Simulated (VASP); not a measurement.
Set up this calculation in VASP 6.6.1, as the native input.

```yaml
Task: single point
Functional: PBE
Potentials_or_basis: VASP PAW PBE potentials, release 64 (B, Ru_pv)
Cutoff: 520 eV
k_mesh: 12 × 12 × 4
Occupations: gaussian, width 0.1 eV
Spin: no spin polarisation
Dipole_correction: no
Further_INCAR_settings: ALGO = Fast; EDIFF = 1e-06; NBANDS = 50
```

The structure of B3Ru5 lies in POSCAR:

```
B3Ru5
1.0
    2.7665180856      0.0000000000      0.0000000000
   -1.3832590428      2.3958749422      0.0000000000
    0.0000000000      0.0000000000     12.6203135767
B Ru
3 5
Direct
    0.3333333333      0.6666666667      0.7264475229
    0.3333333333      0.6666666667      0.5000000000
    0.3333333333      0.6666666667      0.2735524771
    0.0000000000      0.0000000000      0.8349090363
    0.0000000000      0.0000000000      0.3879439284
    0.0000000000      0.0000000000      0.6120560716
    0.0000000000      0.0000000000      0.1650909637
    0.3333333333      0.6666666667      0.0000000000
```

The input as run:

INCAR

```
SYSTEM = B3Ru5
ALGO = Fast ; EDIFF = 1E-6
ENCUT = 520 ; GGA = PE
ISIF = 2 ; ISMEAR = 0
LASPH = .True. ; LCHARG = .False.
LREAL = .False. ; LWAVE = .False.
NBANDS = 50 ; NELM = 100
PREC = Accurate ; SIGMA = 0.1
```

KPOINTS

```
k-points
0
Gamma
  12 12 4
  0 0 0
```

Potentials or basis: VASP PAW PBE potentials, release 64 (B, Ru_pv).

The run is started by

```sh
$ cat potpaw_PBE.64/B/POTCAR potpaw_PBE.64/Ru_pv/POTCAR > POTCAR
$ mpirun -np 1 vasp_std > vasp.out
```

It gave:

| Property | Result |
| --- | --- |
| Pressure | 21.4 GPa |
| Largest force | 0.028 eV/Å |
| Band gap on the k mesh | zero (an odd number of electrons rules out a gap without spin polarisation) |

Caveat: the cell stands under pressure.

It took 3.3 min on 1 thread of Intel(R) Xeon(R) Platinum 8488C (Sapphire Rapids) (shared host), peak memory 0.34 GiB.
